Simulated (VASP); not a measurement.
# TaN (P1) in VASP: single point with PBE

Aim: the single point of TaN with PBE.

Program: VASP 6.6.1. These are calculated values, not measurements. Logs are shortened: lines on timing, memory, paths and dates and some standing lists are left out, and cuts for length are marked.

## Step 1: The cell of the first run

The typed cell holds 6 atoms: a = 5.197 Å, b = 5.264 Å, c = 2.912 Å, α = 90.62°, β = 91.71°, γ = 121.27°.

## Step 2: Single point, PBE (equal xy, yz and zx shear strains of -3 %)

Input file INCAR:

```
ALGO = Normal
EDIFF = 1E-7
ENCUT = 520
GGA = PE
ISIF = 2
ISMEAR = -1
LASPH = T
LCHARG = T
LELF = T
LREAL = F
LVHAR = T
LWAVE = F
NBANDS = 33
NELM = 60
PREC = Accurate
SIGMA = 0.01
```

Input file KPOINTS:

```
k-points
0
Gamma
  6 6 9
```

Input file POSCAR:

```
TaN
1.0
    5.1960008669     -0.0779400130     -0.0779400130
   -2.6654984646      4.5388387553     -0.0285280247
   -0.0436650000     -0.0436650000      2.9110000000
Ta N
3 3
Direct
    0.3333333333      0.6666666667      0.5000000000
    0.6666666667      0.3333333333      0.5000000000
    0.0000000000      0.0000000000      0.0000000000
    0.3928500000      0.0000000000      0.0000000000
    0.6071500000      0.6071500000      0.0000000000
    0.0000000000      0.3928500000      0.0000000000
```

Potentials or basis: VASP PAW PBE potentials, release 64 (Ta_pv, N).

Launch:

```
> cat potpaw_PBE.64/Ta_pv/POTCAR potpaw_PBE.64/N/POTCAR > POTCAR
> mpirun -np 1 vasp_std > vasp.out
```

OUTCAR:

```text
EDIFF = 1E-7
   ENCUT = 520
   GGA = PE
   ISIF = 2
   ISMEAR = -1
   LASPH = T
   LREAL = F
   NELM = 60
   PREC = Accurate

 ion  position               nearest neighbor table
   1  0.333  0.667  0.500-   6 2.10   5 2.14   4 2.16   6 2.19   4 2.19   5 2.20   2 2.96   2 3.00
                             2 3.04   3 3.25   3 3.30   3 3.35   3 3.36   3 3.37   3 3.38
   2  0.667  0.333  0.500-   4 2.11   6 2.12   5 2.18   5 2.18   4 2.19   6 2.19   1 2.96   1 3.00
                             1 3.04   3 3.25   3 3.30   3 3.35   3 3.36   3 3.37   3 3.38
   3  0.000  0.000  0.000-   5 2.02   4 2.04   6 2.07   2 3.25   1 3.25   2 3.30   1 3.30   1 3.35
                             2 3.35   2 3.36   1 3.36   2 3.37   1 3.37   1 3.38   2 3.38
   4  0.393  0.000  0.000-   3 2.04   2 2.11   1 2.16   2 2.19   1 2.19
   5  0.607  0.607  0.000-   3 2.02   1 2.14   2 2.18   2 2.18   1 2.20
   6  0.000  0.393  0.000-   3 2.07   1 2.10   2 2.12   1 2.19   2 2.19

  LATTYP: Found a triclinic cell.
 ALAT       =     5.1297558850
 B/A-ratio  =     1.0131417463
 C/A-ratio  =     0.5676010646
 COS(alpha) =     0.0297616073
 COS(beta)  =     0.0411893908
 COS(gamma) =     0.4804578458

  Lattice vectors:

 A1 = (   2.5305024023,   4.4608987423,  -0.1064680377)
 A2 = (   5.1960008669,  -0.0779400130,  -0.0779400130)
 A3 = (   0.0436650000,   0.0436650000,  -2.9110000000)

Analysis of symmetry for initial positions (statically):
=====================================================================
 Subroutine PRICEL returns:
 Original cell was already a primitive cell.

 Routine SETGRP: Setting up the symmetry group for a
 triclinic supercell.

 Subroutine GETGRP returns: Found  1 space group operations
 (whereof  1 operations were pure point group operations)
 out of a pool of  2 trial point group operations.

The static configuration has the point symmetry C_1 .

Analysis of symmetry for dynamics (positions and initial velocities):
=====================================================================
 Subroutine PRICEL returns:
 Original cell was already a primitive cell.

 Routine SETGRP: Setting up the symmetry group for a
 triclinic supercell.

 Subroutine GETGRP returns: Found  1 space group operations
 (whereof  1 operations were pure point group operations)
[... 109 lines left out ...]
   NELM   =     60;   NELMIN=  2; NELMDL= -5     # of ELM steps
   EDIFF  = 0.1E-06   stopping-criterion for ELM
   LREAL  =      F    real-space projection
   EDIFFG = 0.1E-05   stopping-criterion for IOM
   NSW    =      0    number of steps for IOM
   IBRION =     -1    ionic relax: 0-MD 1-quasi-New 2-CG
   NFREE  =      0    steps in history (QN), initial steepest desc. (CG)
   ISIF   =      2    stress and relaxation
   ISYM   =      2    0-nonsym 1-usesym 2-fastsym
   POTIM  = 0.5000    time-step for ionic-motion
   TEBEG  =    0.0;   TEEND  =   0.0 temperature during run
   PSTRESS=    0.0 pullay stress
   NELECT =      48.0000    total number of electrons
   NUPDOWN=      -1.0000    fix difference up-down
   EMIN   =  10.00;   EMAX   =-10.00  energy-range for DOS
   EFERMI =   0.00;   METHOD = LEGACY
   ISMEAR =    -1;   SIGMA  =   0.01  broadening in eV -4-tet -1-fermi 0-gaus
   EFERMI_NEDOS =   21; number of points for ismear=-14 and -15
   IALGO  =     38    algorithm
   IMIX   =      4    mixing-type and parameters
     AMIX     =   0.40;   BMIX     =  1.00
     AMIX_MAG =   1.60;   BMIX_MAG =  1.00
  volume/ion in A,a.u.               =      11.34        76.50
  Fermi-wavevector in a.u.,A,eV,Ry     =   1.457528  2.754328 28.904048  2.124388
  Thomas-Fermi vector in A             =   2.574319
   LORBIT       =      0    0 simple, 1 ext, 2 COOP (PROOUT), +10 PAW based schemes
   GGA     = PE    functional components
   LHFCALC =     F    Hartree Fock is set to
   AEXX    =    0.0000 exact exchange contribution
   IVDW    =     0    specifies the selected vdW correction
   LEPSILON=     F    determine dielectric tensor
   LRPA    =     F    only Hartree local field effects (RPA)
 non-spin polarized calculation
  energy-cutoff  :      520.00
  volume of cell :       68.02
 maximum number of plane-waves:      1848
 NGX is ok and might be reduce to    40
   NGX = 19   NGY = 19   NGZ = 11

 number of electron      48.0000001 magnetization

 Free energy of the ion-electron system (eV)
  ---------------------------------------------------
  ext. energy  EPLUGINS =         0.00000000
  ---------------------------------------------------
  free energy    TOTEN  =       -67.34510210 eV

  energy without entropy =      -67.34482728  energy(sigma->0) =      -67.34496469

 E-fermi :   8.3069     XC(G=0): -13.0075

 val. band max:        8.3038359015   @ k =   0.1667  -0.1667   0.2222
 cond. band min:       8.3137400610   @ k =   0.1667  -0.1667   0.3333
 fundamental gap:      0.0099041595
 Fermi energy:         8.3068632962

 k-point     1 :       0.0000    0.0000    0.0000
  band No.  band energies     occupation
      1     -27.9006      2.00000
      2     -27.8864      2.00000
      3     -27.5480      2.00000
      4     -27.5346      2.00000
      5     -27.3684      2.00000
      6     -27.2623      2.00000
[... 853 lines left out ...]
     32      12.0931      0.00000
     33      12.2541      0.00000

 [... further k-points ...]

------------------------ aborting loop because EDIFF is reached ----------------------------------------

  FORCE on cell =-STRESS in cart. coord.  units (eV):
  Direction    XX          YY          ZZ          XY          YZ          ZX
  --------------------------------------------------------------------------------------
  -------------------------------------------------------------------------------------
  Total        2.9088943      2.8995217      2.5347770      2.6135908      2.6954184      2.6832807
  in kB       68.5209593     68.3001809     59.7083751     61.5648875     63.4923903     63.2064792
  external PRESSURE =      65.5098384 kB  Pullay stress =       0.0000000 kB

 VOLUME and BASIS-vectors are now :
 -----------------------------------------------------------------------------
  energy-cutoff  :      520.00
  volume of cell :       68.02
      direct lattice vectors                 reciprocal lattice vectors
     5.196000867 -0.077940013 -0.077940013     0.194236537  0.114097275  0.004625007
    -2.665498465  4.538838755 -0.028528025     0.003385740  0.222330276  0.003385740
    -0.043665000 -0.043665000  2.911000000     0.005233730  0.005233730  0.343681574

 POSITION                                       TOTAL-FORCE (eV/Angst)
 -----------------------------------------------------------------------------------
     -0.06683      2.97808      1.41050         0.207793      0.203676      0.077862
      2.55367      1.43915      1.39403        -0.199450      0.187020      0.023133
      0.00000      0.00000      0.00000         0.024221      0.426024     -0.001510
      2.04125     -0.03062     -0.03062         0.019447     -0.225412     -0.159860
      1.53639      2.70843     -0.06464        -0.065975     -0.337431      0.139900
     -1.04714      1.78308     -0.01121         0.013965     -0.253877     -0.079526
 -----------------------------------------------------------------------------------
    total drift:                                0.000089      0.000059      0.000020

  FREE ENERGIE OF THE ION-ELECTRON SYSTEM (eV)
  ---------------------------------------------------
  free  energy   TOTEN  =       -67.3451020979 eV

  energy  without entropy=      -67.3448272755  energy(sigma->0) =      -67.34496469
```

OSZICAR:

```text
N       E                     dE             d eps       ncg     rms          rms(c)
DAV:   1     0.447373014875E+03    0.44737E+03   -0.26058E+04 10840   0.153E+03
DAV:   2    -0.479789249409E+02   -0.49535E+03   -0.47164E+03 12456   0.449E+02
DAV:   3    -0.766777451598E+02   -0.28699E+02   -0.28231E+02 13072   0.105E+02
DAV:   4    -0.772489014979E+02   -0.57116E+00   -0.56757E+00 13594   0.146E+01
DAV:   5    -0.772623865293E+02   -0.13485E-01   -0.13469E-01 13871   0.176E+00    0.437E+01
DAV:   6    -0.675738242957E+02    0.96886E+01   -0.48582E+01 13849   0.376E+01    0.182E+01
DAV:   7    -0.674140655702E+02    0.15976E+00   -0.23516E+00 13492   0.837E+00    0.108E+01
DAV:   8    -0.673649813429E+02    0.49084E-01   -0.40332E-01 13477   0.380E+00    0.112E+00
DAV:   9    -0.673458350670E+02    0.19146E-01   -0.51226E-02 13726   0.161E+00    0.398E-01
DAV:  10    -0.673452739778E+02    0.56109E-03   -0.13522E-02 13228   0.580E-01    0.205E-01
DAV:  11    -0.673451588738E+02    0.11510E-03   -0.26392E-03 13653   0.316E-01    0.523E-02
DAV:  12    -0.673451021666E+02    0.56707E-04   -0.27370E-04 13204   0.979E-02    0.178E-02
DAV:  13    -0.673451021858E+02   -0.19182E-07   -0.21123E-05 14021   0.264E-02    0.520E-03
DAV:  14    -0.673451020979E+02    0.87877E-07   -0.68385E-07 12234   0.580E-03
   1 F= -.67345102E+02 E0= -.67344965E+02  d E =-.274822E-03
```

It took 3 min on 1 thread of Intel Xeon Platinum 8559C (Emerald Rapids), shared host; peak memory 0.4 GiB.

Results:

```
Free energy            : -67.3451 eV
Pressure               : 6.6 GPa
Largest force          : 0.427 eV/Å
Band gap on the k mesh : zero (bands 24 and 25 overlap by 2.95 eV)
```

Forces in eV/Å, atoms in the order of the input:
```
Ta   0.208  0.204  0.078
Ta  -0.199  0.187  0.023
Ta   0.024  0.426 -0.002
N    0.019 -0.225 -0.160
N   -0.066 -0.337  0.140
N    0.014 -0.254 -0.080
```

Levels at points of the mesh, in eV from the Fermi level:
| k point | band 22 | band 23 | band 24 | band 25 | band 26 | band 27 |
| --- | --- | --- | --- | --- | --- | --- |
| (0.00, 0.00, 0.00) | -3.31 | -1.87 | -0.88 | -0.87 | 0.61 | 0.63 |
| (0.50, 0.00, 0.00) | -3.74 | -2.67 | -2.62 | 1.21 | 1.83 | 1.88 |
| (0.00, 0.50, 0.00) | -3.79 | -2.79 | -2.56 | 1.19 | 1.76 | 1.96 |
| (0.50, 0.50, 0.00) | -3.69 | -2.94 | -2.48 | 1.16 | 1.72 | 2.04 |

Caveat: the cell differs from its parent crystal (equal xy, yz and zx shear strains of -3 %); the cell stands under pressure; spin-orbit coupling is left out, which moves the levels of the heavy elements.
